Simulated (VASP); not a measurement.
Input of a VASP 6.6.1 run:

The input INCAR:

```
SYSTEM = RbAg2
PREC = Accurate
ENCUT = 600
EDIFF = 1E-6
ISMEAR = 0
SIGMA = 0.1
LREAL = .False.
LASPH = .True.
NELM = 100
ALGO = Normal
ISIF = 3
LWAVE = .False.
LCHARG = .False.
GGA = PE
IBRION = 2
NSW = 100
EDIFFG = -0.01
```

KPOINTS

```
Automatic mesh
0
Gamma
  10 10 10
  0 0 0
```

File POSCAR:

```
RbAg2
1.0
    4.7697538599      0.0000000000      0.0000000000
    0.0000000000      4.7697538599      0.0000000000
    0.0000000000      0.0000000000      5.4071863713
Rb Ag
1 2
Direct
    0.5000000000      0.5000000000      0.0000000000
    0.0000000000      0.0000000000      0.7484745991
    0.0000000000      0.0000000000      0.2515254009
```

Potentials or basis: VASP PAW PBE potentials, release 64 (Rb_sv, Ag).

Launch:

```bash
$ cat potpaw_PBE.64/Rb_sv/POTCAR potpaw_PBE.64/Ag/POTCAR > POTCAR
$ mpirun -np 1 vasp_std > vasp.out
```

Q: Estimate the space group after relaxing (to 0.05 Å).

A: P4/mmm (No. 123).

Q: What does it give for the relaxed cell?

A: a = 4.842 Å, b = 4.842 Å, c = 5.380 Å, α = 90.00°, β = 90.00°, γ = 90.00°.

Q: What does it give for the relaxed volume?

A: 42.04 Å³/atom.

Final structure:
```xyz
3
Lattice="4.8418 0.0000 0.0000 0.0000 4.8418 0.0000 0.0000 0.0000 5.3803" Properties=species:S:1:pos:R:3 pbc="T T T"
Rb    2.4209    2.4209    0.0000
Ag    0.0000    0.0000    4.0287
Ag    0.0000    0.0000    1.3515
```
